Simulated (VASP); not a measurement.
Sc, 2 atoms in the cell. It takes space group P6_3/mmc (No. 194, hexagonal). The conventional cell has a = 3.309 Å, b = 3.309 Å, c = 5.373 Å, α = 90.00°, β = 90.00°, γ = 120.00°. Within 4.3 Å of Sc (site symmetry -6m2) lie 12 Sc at 3.30 to 3.31 Å.  This cell differs from its parent crystal: zz strain of +2 %.

```yaml
Program: VASP 6.6.1
Task: single point
Functional: LDA
Potentials_or_basis: VASP PAW LDA potentials, release 64 (Sc_sv)
Cutoff: 520 eV
k_mesh: 13 × 13 × 7
Occupations: fermi-dirac, width 0.03 eV
Spin: no spin polarisation
Dipole_correction: no
Further_INCAR_settings: ALGO = Normal; EDIFF = 1e-07; NBANDS = 18
```

Potentials or basis: VASP PAW LDA potentials, release 64 (Sc_sv).

Run with:

```console
$ cat potpaw_LDA.64/Sc_sv/POTCAR > POTCAR
$ mpirun -np 1 vasp_std > vasp.out
```

Hardware: 1 thread of Intel(R) Xeon(R) Platinum 8488C (Sapphire Rapids) (shared host).

Task: Estimate the wall time of this run.

Result: Run time: 42 s on 1 thread of Intel(R) Xeon(R) Platinum 8488C (Sapphire Rapids) (shared host), peak memory 0.19 GiB. Counts: scf iterations 12, k points 84.
